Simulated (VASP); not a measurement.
Runs of VASP 6.6.1 on MgO (Periclase). The structure is that of space group Fm-3m (No. 225), or close to it. The cells are those of the table. 

| cell | gap on the mesh (eV) | pressure (GPa) |
| --- | --- | --- |
| a = 2.839 Å, angles 60.0°, 2 atoms | 6.26 | 36.4 |
| a = 2.746 Å, angles 60.0°, 2 atoms | (a) | (b) |
| a = 2.926 Å, angles 60.0°, 2 atoms | 5.26 | 13.9 |
| a = 2.697 Å, angles 60.0°, 2 atoms | 8.22 | 96.2 |
| a = 3.009 Å, angles 60.0°, 2 atoms | 4.44 | -0.9 |
| a = 2.968 Å, angles 60.0°, 2 atoms | 4.83 | 5.7 |
| a = 2.646 Å, angles 60.0°, 2 atoms | 9.04 | 127.7 |
| a = 2.793 Å, angles 60.0°, 2 atoms | 6.84 | 52.0 |

Alike in all rows: task single point; level PBE; potentials or basis VASP PAW PBE potentials, release 64 (Mg, O); no spin polarisation; k mesh 10 × 10 × 10; cutoff (eV) 520; smearing gaussian 0.05 eV.

Question: Fill in the values left out.

Answer: (a) 7.49; (b) 71.5.

A k mesh can miss the band edges.
